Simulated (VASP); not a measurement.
Input of a VASP 6.6.1 run:

INCAR

```
SYSTEM = LiCl
  PREC = Accurate
  ENCUT = 520
  EDIFF = 1E-7
  ISMEAR = -1
  SIGMA = 0.02
  LREAL = .FALSE.
  LASPH = .TRUE.
  NELM = 80
  ALGO = Normal
  ISIF = 2
  LWAVE = .FALSE.
  LCHARG = .TRUE.
  GGA = PE
  LELF = .TRUE.
  LVHAR = .TRUE.
  NBANDS = 12
```

Contents of KPOINTS:

```
Automatic mesh
0
G
  8 8 8
  0 0 0
```

POSCAR

```
LiCl
1.0
    0.0000000000      2.7330425439      2.7330425439
    2.8150338202      0.0000000000      2.7330425439
    2.8150338202      2.7330425439      0.0000000000
Li Cl
1 1
Direct
    0.0000000000      0.0000000000      0.0000000000
    0.2500000000      0.2500000000      0.2500000000
```

Potentials or basis: VASP PAW PBE potentials, release 64 (Li_sv, Cl).

Launch:

```bash
$ cat potpaw_PBE.64/Li_sv/POTCAR potpaw_PBE.64/Cl/POTCAR > POTCAR
$ mpirun -np 1 vasp_std > vasp.out
```

Estimate the band gap on the k mesh.

5.93 eV, direct.

Caveat: the cell differs from its parent crystal (uniaxial x strain +3.0%). A k mesh can miss the band edges.
